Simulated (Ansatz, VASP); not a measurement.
# EuFe3: VASP beside Ansatz

INCAR

```
PREC = Accurate ; ENCUT = 520
EDIFF = 1E-7 ; ISMEAR = 0
SIGMA = 0.05 ; LREAL = False
LASPH = True ; NELM = 150
ALGO = Normal ; ISIF = 2
LWAVE = False ; LCHARG = False
ISPIN = 2 ; MAGMOM = 7 -2.5 -2.5 -2.5
LORBIT = 11 ; LMAXMIX = 6
GGA = PE ; NBANDS = 32
```

File KPOINTS:

```
Automatic mesh
0
Gamma
  8 8 8
```

The input POSCAR:

```
EuFe3
1.0
    3.9628383107      0.0000000000      0.0000000000
    0.0000000000      3.9628383107      0.0000000000
    0.0000000000      0.0000000000      3.9628383107
Eu Fe
1 3
Direct
    0.0000000000      0.0000000000      0.0000000000
    0.0000000000      0.5000000000      0.5000000000
    0.5000000000      0.5000000000      0.0000000000
    0.5000000000      0.0000000000      0.5000000000
```

Input for Ansatz:

```yaml
crystal:
  lattice:
    - [3.9628383107, 0.0, 0.0]
    - [0.0, 3.9628383107, 0.0]
    - [0.0, 0.0, 3.9628383107]
  atoms:
    - { symbol: Eu, position: [0.0, 0.0, 0.0], spin: 7.0 }
    - { symbol: Fe, position: [0.0, 0.5, 0.5], spin: -2.5 }
    - { symbol: Fe, position: [0.5, 0.5, 0.0], spin: -2.5 }
    - { symbol: Fe, position: [0.5, 0.0, 0.5], spin: -2.5 }
basis:
  ecutwfc: "700 eV"
  ecutrho_ratio: 4
kpoints:
  mp_grid: { grid: [8, 8, 8] }
hamiltonian:
  xc: pbe
scf:
  occupations: { method: gaussian, width: 0.05 }
  convergence: { dr2_threshold: 1.0e-11 }
output:
  forces: true
  stress: true
magnetization:
  spin_polarized: true
```

Alike in both runs: task single point; functional PBE; k mesh 8 × 8 × 8; occupations gaussian, width 0.05 eV; collinear spin.

|  | VASP | Ansatz |
| --- | --- | --- |
| version | VASP 6.6.1 | Ansatz 0.2.0 |
| potentials or method | VASP PAW PBE potentials, release 64 (Eu, Fe), cutoff 520 eV | scalar-relativistic, plane waves, PAW |
| valence electrons in the cell | 41 | 65 |

VASP gave:

- pressure (GPa): 0.0
- net moment per atom (μB): 0.08
- size of the moment on the site where the two differ most (μB): 2.42

Problem. Which values does Ansatz return?

Solution. Pressure (GPa): 0.0; net moment per atom (μB): 0.09; size of the moment on the site where the two differ most (μB): 2.46.

Site moments also hang on the region over which each program counts them. With one functional, cell and mesh, what is left measures potentials, basis and numerics. VASP's potentials hold 41 valence electrons a cell and Ansatz's 65, so a difference there can come from the potentials and not from the codes.

Neither program's run includes spin-orbit coupling.
